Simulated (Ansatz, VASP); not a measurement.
**CoSi in VASP and in Ansatz**

POSCAR

```
CoSi
1.0
    4.4307234415      0.0000000000      0.0000000000
    0.0000000000      4.4307234415      0.0000000000
    0.0000000000      0.0000000000      4.4307234415
Co Si
4 4
Direct
    0.1447094016      0.1447094016      0.1447094016
    0.6447094016      0.3552905984      0.8552905984
    0.8552905984      0.6447094016      0.3552905984
    0.3552905984      0.8552905984      0.6447094016
    0.8431281249      0.8431281249      0.8431281249
    0.3431281249      0.6568718751      0.1568718751
    0.1568718751      0.3431281249      0.6568718751
    0.6568718751      0.1568718751      0.3431281249
```

File INCAR.step1:

```
SYSTEM = CoSi
  PREC = Accurate
  ENCUT = 520
  ISMEAR = 0
  SIGMA = 0.1
  LREAL = .FALSE.
  LASPH = .TRUE.
  NELM = 100
  NBANDS = 36
  GGA = PE
  ALGO = Normal
  EDIFF = 1E-4
  LWAVE = .TRUE.
  LCHARG = .FALSE.
```

INCAR.step2

```
SYSTEM = CoSi
  PREC = Accurate
  ENCUT = 520
  EDIFF = 1E-6
  ISMEAR = 0
  SIGMA = 0.1
  LREAL = .FALSE.
  LASPH = .TRUE.
  NELM = 100
  ALGO = Normal
  ISIF = 2
  LWAVE = .FALSE.
  LCHARG = .TRUE.
  METAGGA = R2SCAN
  LMIXTAU = .TRUE.
  LELF = .TRUE.
  LVHAR = .TRUE.
  NBANDS = 36
  ISTART = 1
```

The input KPOINTS:

```
Automatic mesh
0
G
  8 8 8
  0 0 0
```

Input for Ansatz:

```yaml
crystal:
  lattice:
    - [4.4307234415, 0.0, 0.0]
    - [0.0, 4.4307234415, 0.0]
    - [0.0, 0.0, 4.4307234415]
  atoms:
    - { symbol: Co, position: [0.1447094016, 0.1447094016, 0.1447094016] }
    - { symbol: Co, position: [0.6447094016, 0.3552905984, 0.8552905984] }
    - { symbol: Co, position: [0.8552905984, 0.6447094016, 0.3552905984] }
    - { symbol: Co, position: [0.3552905984, 0.8552905984, 0.6447094016] }
    - { symbol: Si, position: [0.8431281249, 0.8431281249, 0.8431281249] }
    - { symbol: Si, position: [0.3431281249, 0.6568718751, 0.1568718751] }
    - { symbol: Si, position: [0.1568718751, 0.3431281249, 0.6568718751] }
    - { symbol: Si, position: [0.6568718751, 0.1568718751, 0.3431281249] }
basis:
  ecutwfc: 500
kpoints:
  mp_grid: { grid: [8, 8, 8] }
hamiltonian:
  xc: r2scan
scf:
  occupations: { method: gaussian, width: 0.1 }
output:
  forces: true
  stress: true
  eigenvalues: true
```

Alike in both runs: task single point; functional r2SCAN; k mesh 8 × 8 × 8; occupations gaussian, width 0.1 eV; no spin polarisation.

|  | VASP | Ansatz |
| --- | --- | --- |
| version | VASP 6.6.1 | Ansatz 0.2.0 |
| potentials or method | VASP PAW PBE potentials, release 64 (Co, Si), cutoff 520 eV | scalar-relativistic, plane waves, PAW |
| valence electrons in the cell | 52 | 84 |

Ansatz gave:

```
gap on the k mesh at the Fermi level (eV) : none
pressure (GPa)                            : -7.4
rms of the force components (eV/Å)        : 0.006
```

Q: Which values does VASP return?

A: gap on the k mesh at the Fermi level (eV): none; pressure (GPa): -7.4; rms of the force components (eV/Å): 0.005.

VASP's potentials were made for PBE, not for r2SCAN. Atom by atom the forces differ by 0.002 eV/Å (rms over components). A gap of «none» marks a metal or a gap that the smearing closes. The functional is the same, so the differences come from potentials, cutoffs and numerics. VASP's potentials hold 52 valence electrons a cell and Ansatz's 84, so a difference there can come from the potentials and not from the codes.
